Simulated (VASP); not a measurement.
# Si2C: relaxation of cell and atoms with PBE

Si2C:

```
Si C
1.0
     6.21381    0.00000    0.00000
    -3.10691    5.38132    0.00000
     0.00000    0.00000    3.83907
Si C
6 3
Cartesian
  0.7061 1.6904 1.5534
  1.2900 5.1476 2.8330
  -1.9961 3.9246 0.2737
  1.9961 3.9246 1.0060
  -0.7061 1.6904 3.5654
  -1.2900 5.1476 2.2857
  2.7423 2.0043 1.2797
  3.1069 1.3728 2.5594
  3.4715 2.0043 0.0000
```

The cell was generated, and may not be a known phase.

```json
{
  "Program": "VASP 6.6.1",
  "Task": "relaxation of cell and atoms",
  "Functional": "PBE",
  "Potentials or basis": "VASP PAW PBE potentials, release 64 (Si, C)",
  "Cutoff": "600 eV",
  "k mesh": "6 × 6 × 10",
  "Occupations": "gaussian, width 0.1 eV",
  "Spin": "no spin polarisation",
  "Dipole correction": "no",
  "Further INCAR settings": "ALGO = Fast; EDIFF = 1e-06; IBRION = 2; EDIFFG = -0.01; NSW = 100; ISIF = 3"
}
```

* Relaxed volume: 14.28 Å³/atom
* Relaxed cell: a = 6.213 Å, b = 6.213 Å, c = 3.843 Å, α = 90.00°, β = 90.00°, γ = 120.00°
* Space group after relaxing (to 0.1 Å): P3_112 (No. 151)
* Energy gained by relaxing: 0.2 meV/atom
* Ionic steps: 8
* Pressure after relaxing: 0.0 GPa
* Largest force after relaxing: 0.003 eV/Å
* Band gap on the k mesh: zero (bands 18 and 19 overlap by 0.75 eV)

Forces in eV/Å, atoms in the order of the input:
```
Si   0.001 -0.001  0.000
Si   0.000  0.001  0.000
Si  -0.001  0.000  0.000
Si   0.001  0.000  0.000
Si  -0.001 -0.001  0.000
Si   0.000  0.001  0.000
C    0.003 -0.002  0.000
C    0.000  0.003  0.000
C   -0.003 -0.002  0.000
```

The path:
```
step  energy change (eV)  largest force (eV/Å)  pressure (GPa)  volume (Å³)
   1              0.0000                0.0776            0.24       128.37
   2             -0.0012                0.0327           -0.25       128.77
   3             -0.0012                0.0338           -0.23       128.75
   4             -0.0018                0.0161           -0.03       128.52
   5             -0.0018                0.0170            0.02       128.45
   6             -0.0019                0.0103            0.01       128.46
   7             -0.0019                0.0127            0.00       128.47
   8             -0.0019                0.0031            0.00       128.48
```

Final structure:
```
Si C
1.0
     6.21323    0.00000    0.00000
    -3.10661    5.38081    0.00000
     0.00000    0.00000    3.84298
Si C
6 3
Direct
  0.27165 0.31568 0.40465
  0.68432 0.95597 0.73798
  0.04403 0.72835 0.07132
  0.68432 0.72835 0.26202
  0.04403 0.31568 0.92868
  0.27165 0.95597 0.59535
  0.62768 0.37232 0.33333
  0.62768 0.25536 0.66667
  0.74464 0.37232 0.00000
```

Levels at points of the mesh, in eV from the Fermi level:
| k point | band 14 | band 15 | band 16 | band 17 | band 18 | band 19 | band 20 | band 21 | band 22 | band 23 |
| --- | --- | --- | --- | --- | --- | --- | --- | --- | --- | --- |
| (0.00, 0.00, 0.00) | -2.74 | -1.16 | -1.16 | -1.13 | -0.85 | 0.98 | 1.73 | 1.73 | 1.93 | 1.93 |
| (0.50, 0.00, 0.00) | -2.49 | -1.43 | -1.19 | -1.03 | 0.12 | 0.42 | 1.07 | 1.44 | 1.90 | 2.41 |
| (0.00, 0.00, 0.50) | -3.23 | -3.23 | -0.03 | -0.03 | 0.20 | 0.76 | 0.76 | 0.97 | 3.18 | 3.18 |
| (0.50, 0.00, 0.50) | -3.35 | -3.23 | -1.61 | -1.25 | -0.39 | 0.15 | 0.90 | 1.69 | 1.70 | 2.73 |

Run time: 9.7 min on 1 thread of Oxide Virtual Turin-like Processor, on a shared host, peak memory 0.33 GiB.

Caveat: semilocal functionals underestimate gaps, and a narrow one can read as zero.
